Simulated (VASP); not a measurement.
Set up this calculation in VASP 6.6.1, as the native input.

```
Task                   : single point
Functional             : PBE
Potentials or basis    : VASP PAW PBE potentials, release 64 (Hg)
Cutoff                 : 500 eV
k mesh                 : 8 × 8 × 8
Occupations            : gaussian, width 0.1 eV
Spin                   : no spin polarisation
Dipole correction      : no
Further INCAR settings : ALGO = Normal; EDIFF = 1e-06; NBANDS = 12
```

The structure of Hg lies in POSCAR:

```
Hg
1.0
    1.7006723004      0.9818836147      2.1961282769
   -1.7006723004      0.9818836147      2.1961282769
    0.0000000000     -1.9637672195      2.1961282769
Hg
1
Direct
    0.0000000000      0.0000000000      0.0000000000
```

One way to write it, as run:

INCAR

```
PREC = Accurate ; ENCUT = 500
EDIFF = 1E-6 ; ISMEAR = 0
SIGMA = 0.1 ; LREAL = F
LASPH = T ; NELM = 120
ALGO = Normal ; ISIF = 2
LWAVE = F ; LCHARG = F
GGA = PE ; NBANDS = 12
GGA_COMPAT = F
```

KPOINTS

```
regular mesh
0
Gamma
  8 8 8
```

Potentials or basis: VASP PAW PBE potentials, release 64 (Hg).

Run with:

```bash
$ cat potpaw_PBE.64/Hg/POTCAR > POTCAR
$ mpirun -np 1 vasp_std > vasp.out
```

It gave:

```json
{"Pressure": "10.4 GPa", "Band gap on the k mesh": "zero (bands 6 and 7 overlap by 3.37 eV)"}
```

Caveat: the cell stands under pressure; spin-orbit coupling is left out, which moves the levels of the heavy elements.

It took 16 s on 1 thread of AMD EPYC 7R43 64-Core Processor (Zen 3), on a shared host, peak memory 0.11 GiB.
